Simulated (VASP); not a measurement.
A run of VASP 6.6.1:

INCAR

```
SYSTEM = CuI
PREC = Accurate
ENCUT = 520
EDIFF = 1E-7
ISMEAR = -1
SIGMA = 0.05
LREAL = .False.
LASPH = .True.
NELM = 60
ALGO = Normal
ISIF = 2
LWAVE = .False.
LCHARG = .False.
GGA = PE
NBANDS = 26
```

The input KPOINTS:

```
regular mesh
0
Gamma
  7 7 4
  0 0 0
```

POSCAR

```
CuI
1.0
    4.1704164815      0.0000000000      0.0000000000
    0.0000000000      4.1704164815      0.0000000000
    0.0000000000      0.0000000000      6.6799506231
I Cu
2 2
Direct
    0.0000000000      0.5000000000      0.7430343600
    0.5000000000      0.0000000000      0.2569656400
    0.0000000000      0.0000000000      0.0000000000
    0.5000000000      0.5000000000      0.0000000000
```

Potentials or basis: VASP PAW PBE potentials, release 64 (I, Cu).

The run is started by

```console
$ cat potpaw_PBE.64/I/POTCAR potpaw_PBE.64/Cu/POTCAR > POTCAR
$ mpirun -np 1 vasp_std > vasp.out
```

Hardware: 1 thread of Intel Xeon 8259CL, with other jobs on the host.

Q: How long does it take, and how much memory?

A: Run time: 2.7 min on 1 thread of Intel Xeon 8259CL (shared host), peak memory 0.26 GiB. Counts: scf iterations 18, k points 30.
